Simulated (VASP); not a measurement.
# In (P6_3/mmc) in VASP: a series of runs

Runs on In. Level: r2SCAN. Tasks: single point.

Everything below comes from runs of VASP 6.6.1. Logs are shortened: lines on timing, memory, paths and dates and some standing lists are left out, and cuts for length are marked.

## 1. The cell of the first run

The structure is hexagonal, space group P6_3/mmc (No. 194). The conventional cell has a = 3.521 Å, b = 3.521 Å, c = 4.943 Å, α = 90.00°, β = 90.00°, γ = 120.00°. In (site symmetry -6m2) has 12 In at 3.20 to 3.52 Å within 4.2 Å.

## 2. Single point, r2SCAN

The input, POSCAR:

```
In
1.0
    3.5211618537      0.0000000000      0.0000000000
   -1.7605809269      3.0494156162      0.0000000000
    0.0000000000      0.0000000000      4.9434482211
In
2
Direct
    0.3333333333      0.6666666667      0.2500000000
    0.6666666667      0.3333333333      0.7500000000
```

The input, INCAR.step1:

```
ALGO = Normal ; EDIFF = 1E-4
ENCUT = 520 ; GGA = PE
ISMEAR = 0 ; LASPH = True
LCHARG = False ; LREAL = False
LWAVE = True ; NBANDS = 20
NELM = 80 ; PREC = Accurate
SIGMA = 0.15
```

The input, INCAR.step2:

```
ALGO = Normal ; EDIFF = 1E-7
ENCUT = 520 ; ISIF = 2
ISMEAR = 0 ; ISTART = 1
LASPH = True ; LCHARG = False
LMIXTAU = True ; LREAL = False
LWAVE = False ; METAGGA = R2SCAN
NBANDS = 20 ; NELM = 80
PREC = Accurate ; SIGMA = 0.15
```

The input, KPOINTS:

```
k-points
0
Gamma
  18 18 10
```

Potentials or basis: VASP PAW PBE potentials, release 64 (In_d).

Started as:

```
> cat potpaw_PBE.64/In_d/POTCAR > POTCAR
> cp INCAR.step1 INCAR
> mpirun -np 1 vasp_std > vasp.out
> cp INCAR.step2 INCAR
> mpirun -np 1 vasp_std > vasp.out
```

OUTCAR:

```text
EDIFF = 1E-7
   ENCUT = 520
   ISIF = 2
   ISMEAR = 0
   ISTART = 1
   LASPH = True
   LREAL = False
   METAGGA = R2SCAN
   NELM = 80
   PREC = Accurate

 ion  position               nearest neighbor table
   1  0.333  0.667  0.250-   2 3.20   2 3.20   2 3.20   2 3.20   2 3.20   2 3.20
   2  0.667  0.333  0.750-   1 3.20   1 3.20   1 3.20   1 3.20   1 3.20   1 3.20

  LATTYP: Found a hexagonal cell.
 ALAT       =     3.5211618537
 C/A-ratio  =     1.4039253026

  Lattice vectors:

 A1 = (   3.5211618537,   0.0000000000,   0.0000000000)
 A2 = (  -1.7605809269,   3.0494156162,   0.0000000000)
 A3 = (   0.0000000000,   0.0000000000,   4.9434482211)

Analysis of symmetry for initial positions (statically):
=====================================================================
 Subroutine PRICEL returns:
 Original cell was already a primitive cell.

 Routine SETGRP: Setting up the symmetry group for a
 hexagonal supercell.

 Subroutine GETGRP returns: Found 24 space group operations
 (whereof 12 operations were pure point group operations)
 out of a pool of 24 trial point group operations.

The static configuration has the point symmetry D_3d.
 The point group associated with its full space group is D_6h.

Analysis of symmetry for dynamics (positions and initial velocities):
=====================================================================
 Subroutine PRICEL returns:
 Original cell was already a primitive cell.

 Routine SETGRP: Setting up the symmetry group for a
 hexagonal supercell.

 Subroutine GETGRP returns: Found 24 space group operations
 (whereof 12 operations were pure point group operations)
 out of a pool of 24 trial point group operations.

The dynamic configuration has the point symmetry D_3d.
 The point group associated with its full space group is D_6h.

 Subroutine INISYM returns: Found 24 space group operations
 (whereof 12 operations are pure point group operations),
 and found     1 'primitive' translations

----------------------------------------------------------------------------------------

                                     Primitive cell

  volume of cell :      53.0802

  direct lattice vectors                    reciprocal lattice vectors
     3.521161854  0.000000000  0.000000000     0.283997170  0.163965842  0.000000000
    -1.760580927  3.049415616  0.000000000     0.000000000  0.327931685  0.000000000
     0.000000000  0.000000000  4.943448221     0.000000000  0.000000000  0.202287949

  length of vectors
     3.521161854  3.521161854  4.943448221     0.327931685  0.327931685  0.202287949

  position of ions in fractional coordinates (direct lattice)
     0.333333333  0.666666667  0.250000000
     0.666666667  0.333333333  0.750000000

  ion indices of the primitive-cell ions
   primitive index   ion index
                 1           1
                 2           2

----------------------------------------------------------------------------------------

 KPOINTS: k-points

Automatic generation of k-mesh.
 Grid dimensions read from file:
 generate k-points for:   18   18   10

 Generating k-lattice:

  Cartesian coordinates                     Fractional coordinates (reciprocal lattice)
     0.015777621  0.009109213  0.000000000     0.055555556  0.000000000  0.000000000
     0.000000000  0.018218427  0.000000000     0.000000000  0.055555556  0.000000000
     0.000000000  0.000000000  0.020228795     0.000000000  0.000000000  0.100000000

  Length of vectors
     0.018218427  0.018218427  0.020228795

  Shift w.r.t. Gamma in fractional coordinates (k-lattice)
     0.000000000  0.000000000  0.000000000

 Subroutine IBZKPT returns following result:
 ===========================================

 Found    222 irreducible k-points:

 Following reciprocal coordinates:
            Coordinates               Weight
  0.000000  0.000000  0.000000      1.000000
  0.055556 -0.000000  0.000000      6.000000
  0.111111 -0.000000  0.000000      6.000000
  0.166667 -0.000000  0.000000      6.000000
  0.222222 -0.000000  0.000000      6.000000
  0.277778 -0.000000  0.000000      6.000000
[... 16 lines left out ...]
  0.333333  0.111111  0.000000     12.000000
  0.388889  0.111111  0.000000     12.000000
 [... further k-points ...]
   k-points           NKPTS =    222   k-points in BZ     NKDIM =    222   number of bands    NBANDS=     20
   number of dos      NEDOS =    301   number of ions     NIONS =      2
   total plane-waves  NPLWV =  31360
   dimension x,y,z NGX =    28 NGY =   28 NGZ =   40
   dimension x,y,z NGXF=    56 NGYF=   56 NGZF=   80
   ions per type =               2
   NGX,Y,Z   is equivalent  to a cutoff of  13.22, 13.22, 13.45 a.u.
   NGXF,Y,Z  is equivalent  to a cutoff of  26.44, 26.44, 26.90 a.u.
 SYSTEM =  unknown system
   PREC   = accura    normal or accurate (medium, high low for compatibility)
   ISTART =      1    job   : 0-new  1-cont  2-samecut
   ICHARG =      0    charge: 1-file 2-atom 10-const
   ISPIN  =      1    spin polarized calculation?
   LNONCOLLINEAR =      F non collinear calculations
   LSORBIT =      F    spin-orbit coupling
   LASPH  =      T    aspherical Exc in radial PAW
   ENCUT  =  520.0 eV  38.22 Ry    6.18 a.u.   6.55  6.55  9.19*2*pi/ulx,y,z
   NELM   =     80;   NELMIN=  2; NELMDL=  0     # of ELM steps
   EDIFF  = 0.1E-06   stopping-criterion for ELM
   LREAL  =      F    real-space projection
   EDIFFG = 0.1E-05   stopping-criterion for IOM
   NSW    =      0    number of steps for IOM
   IBRION =     -1    ionic relax: 0-MD 1-quasi-New 2-CG
   NFREE  =      0    steps in history (QN), initial steepest desc. (CG)
   ISIF   =      2    stress and relaxation
   ISYM   =      2    0-nonsym 1-usesym 2-fastsym
   POTIM  = 0.5000    time-step for ionic-motion
   TEBEG  =    0.0;   TEEND  =   0.0 temperature during run
   PSTRESS=    0.0 pullay stress
   NELECT =      26.0000    total number of electrons
   NUPDOWN=      -1.0000    fix difference up-down
   EMIN   =  10.00;   EMAX   =-10.00  energy-range for DOS
   EFERMI =   0.00;   METHOD = LEGACY
   ISMEAR =     0;   SIGMA  =   0.15  broadening in eV -4-tet -1-fermi 0-gaus
   EFERMI_NEDOS =   21; number of points for ismear=-14 and -15
   IALGO  =     38    algorithm
   IMIX   =      4    mixing-type and parameters
     AMIX     =   0.40;   BMIX     =  1.00
     AMIX_MAG =   1.60;   BMIX_MAG =  1.00
  volume/ion in A,a.u.               =      26.54       179.10
  Fermi-wavevector in a.u.,A,eV,Ry     =   1.290491  2.438675 22.658704  1.665368
  Thomas-Fermi vector in A             =   2.422320
   LORBIT       =      0    0 simple, 1 ext, 2 COOP (PROOUT), +10 PAW based schemes
   METAGGA = R2SCAN    functional components
   LHFCALC =     F    Hartree Fock is set to
   AEXX    =    0.0000 exact exchange contribution
   IVDW    =     0    specifies the selected vdW correction
   LEPSILON=     F    determine dielectric tensor
   LRPA    =     F    only Hartree local field effects (RPA)
 non-spin polarized calculation
 Gauss-broadening in eV      SIGMA  =   0.15
  energy-cutoff  :      520.00
  volume of cell :       53.08
 maximum number of plane-waves:      1467
 NGX is ok and might be reduce to    28
   NGX = 13   NGY = 13   NGZ = 19

 number of electron      26.0000007 magnetization

 Free energy of the ion-electron system (eV)
  ---------------------------------------------------
  ext. energy  EPLUGINS =         0.00000000
  ---------------------------------------------------
  free energy    TOTEN  =       -45.09831414 eV

  energy without entropy =      -45.09057802  energy(sigma->0) =      -45.09444608

 E-fermi :   7.3423     XC(G=0): -10.9726

 val. band max:        7.3421760179   @ k =   0.3333   0.2778   0.5000
 cond. band min:       7.3734152879   @ k =   0.2222   0.2222   0.0000
 fundamental gap:      0.0312392700
 Fermi energy:         7.3423477572

 k-point     1 :       0.0000    0.0000    0.0000
  band No.  band energies     occupation
      1      -7.9807      2.00000
      2      -7.8900      2.00000
      3      -7.8900      2.00000
      4      -7.8637      2.00000
      5      -7.8637      2.00000
      6      -7.8178      2.00000
[... 12 lines left out ...]
     19      17.7455      0.00000
     20      20.3488      0.00000

 k-point     2 :       0.0556   -0.0000    0.0000
  band No.  band energies     occupation
      1      -7.9792      2.00000
      2      -7.8941      2.00000
      3      -7.8926      2.00000
      4      -7.8716      2.00000
      5      -7.8577      2.00000
      6      -7.8144      2.00000
[... 12 lines left out ...]
     19      18.2980      0.00000
     20      19.7770      0.00000

 k-point     3 :       0.1111   -0.0000    0.0000
  band No.  band energies     occupation
      1      -7.9783      2.00000
      2      -7.9055      2.00000
      3      -7.9002      2.00000
      4      -7.8861      2.00000
      5      -7.8402      2.00000
      6      -7.8053      2.00000
[... 12 lines left out ...]
     19      18.5778      0.00000
     20      18.7535      0.00000

 k-point     4 :       0.1667   -0.0000    0.0000
  band No.  band energies     occupation
      1      -7.9866      2.00000
      2      -7.9222      2.00000
      3      -7.9130      2.00000
      4      -7.8941      2.00000
      5      -7.8137      2.00000
      6      -7.7910      2.00000
[... 12 lines left out ...]
     19      17.6607      0.00000
     20      19.6687      0.00000

 k-point     5 :       0.2222   -0.0000    0.0000
  band No.  band energies     occupation
      1      -8.0069      2.00000
      2      -7.9415      2.00000
      3      -7.9305      2.00000
      4      -7.8929      2.00000
      5      -7.7815      2.00000
      6      -7.7713      2.00000
[... 12 lines left out ...]
     19      17.5628      0.00000
     20      19.3184      0.00000

 k-point     6 :       0.2778   -0.0000    0.0000
  band No.  band energies     occupation
      1      -8.0324      2.00000
      2      -7.9609      2.00000
      3      -7.9513      2.00000
      4      -7.8895      2.00000
      5      -7.7480      2.00000
      6      -7.7476      2.00000
[... 12 lines left out ...]
     19      17.2103      0.00000
     20      18.7622      0.00000

 k-point     7 :       0.3333   -0.0000    0.0000
  band No.  band energies     occupation
      1      -8.0570      2.00000
      2      -7.9783      2.00000
      3      -7.9729      2.00000
      4      -7.8880      2.00000
      5      -7.7246      2.00000
      6      -7.7160      2.00000
[... 12 lines left out ...]
     19      16.8371      0.00000
     20      18.3291      0.00000
[... 277 lines left out ...]
 k-point    20 :       0.1667    0.1111    0.0000
  band No.  band energies     occupation
      1      -7.9869      2.00000
      2      -7.9664      2.00000
      3      -7.9276      2.00000
      4      -7.9178      2.00000
      5      -7.7688      2.00000
      6      -7.7434      2.00000
[... 12 lines left out ...]
     19      16.8768      0.00000
     20      17.8258      0.00000

 k-point    21 :       0.2222    0.1111    0.0000
  band No.  band energies     occupation
      1      -8.0076      2.00000
      2      -7.9945      2.00000
      3      -7.9252      2.00000
      4      -7.9192      2.00000
      5      -7.7555      2.00000
      6      -7.7197      2.00000
[... 12 lines left out ...]
     19      16.3849      0.00000
     20      17.2205      0.00000

 k-point    22 :       0.2778    0.1111    0.0000
  band No.  band energies     occupation
      1      -8.0302      2.00000
      2      -8.0211      2.00000
      3      -7.9323      2.00000
      4      -7.9057      2.00000
      5      -7.7422      2.00000
      6      -7.7012      2.00000
[... 12 lines left out ...]
     19      16.0337      0.00000
     20      16.7826      0.00000

 k-point    23 :       0.3333    0.1111    0.0000
  band No.  band energies     occupation
      1      -8.0488      2.00000
      2      -8.0429      2.00000
      3      -7.9382      2.00000
      4      -7.8942      2.00000
      5      -7.7282      2.00000
      6      -7.6970      2.00000
[... 12 lines left out ...]
     19      15.7930      0.00000
     20      16.4810      0.00000

 k-point    24 :       0.3889    0.1111    0.0000
  band No.  band energies     occupation
      1      -8.0609      2.00000
      2      -8.0572      2.00000
      3      -7.9420      2.00000
      4      -7.8870      2.00000
      5      -7.7151      2.00000
      6      -7.7076      2.00000
[... 12 lines left out ...]
     19      15.6515      0.00000
     20      16.3031      0.00000

 [... further k-points ...]
[... 5 lines left out ...]
  --------------------------------------------------------------------------------------
  -------------------------------------------------------------------------------------
  Total        0.1128214      0.1128214      0.4490402     -0.0000000     -0.0000000      0.0000000
  in kB        3.4054104      3.4054104     13.5538673     -0.0000000     -0.0000000      0.0000000
  external PRESSURE =       6.7882293 kB  Pullay stress =       0.0000000 kB

 VOLUME and BASIS-vectors are now :
 -----------------------------------------------------------------------------
  energy-cutoff  :      520.00
  volume of cell :       53.08
      direct lattice vectors                 reciprocal lattice vectors
     3.521161854  0.000000000  0.000000000     0.283997170  0.163965842  0.000000000
    -1.760580927  3.049415616  0.000000000     0.000000000  0.327931685  0.000000000
     0.000000000  0.000000000  4.943448221     0.000000000  0.000000000  0.202287949

 POSITION                                       TOTAL-FORCE (eV/Angst)
 -----------------------------------------------------------------------------------
     -0.00000      2.03294      1.23586         0.000000      0.000000      0.000000
      1.76058      1.01647      3.70759        -0.000000      0.000000      0.000000
 -----------------------------------------------------------------------------------
    total drift:                               -0.000000      0.000000     -0.000000

  FREE ENERGIE OF THE ION-ELECTRON SYSTEM (eV)
  ---------------------------------------------------
  free  energy   TOTEN  =       -45.0983141410 eV

  energy  without entropy=      -45.0905780171  energy(sigma->0) =      -45.09444608
```

It took 13 min on 1 thread of Intel Xeon Platinum 8488C (Sapphire Rapids), shared host; peak memory 0.33 GiB.

Results:

- Free energy: -45.0983 eV
- Pressure: 0.7 GPa
- Band gap on the k mesh: zero (band 13 reaches 13.30 eV, above the bottom of band 14 at 4.57 eV)

Stress tensor (GPa, compression positive):
```
0.34 0.00 0.00
0.00 0.34 0.00
0.00 0.00 1.36
```

Caveat: the PAW data sets were made with another functional, which shifts forces and pressure a little; spin-orbit coupling is left out, which moves the levels of the heavy elements.

(Part 1 of 2 ends here.)
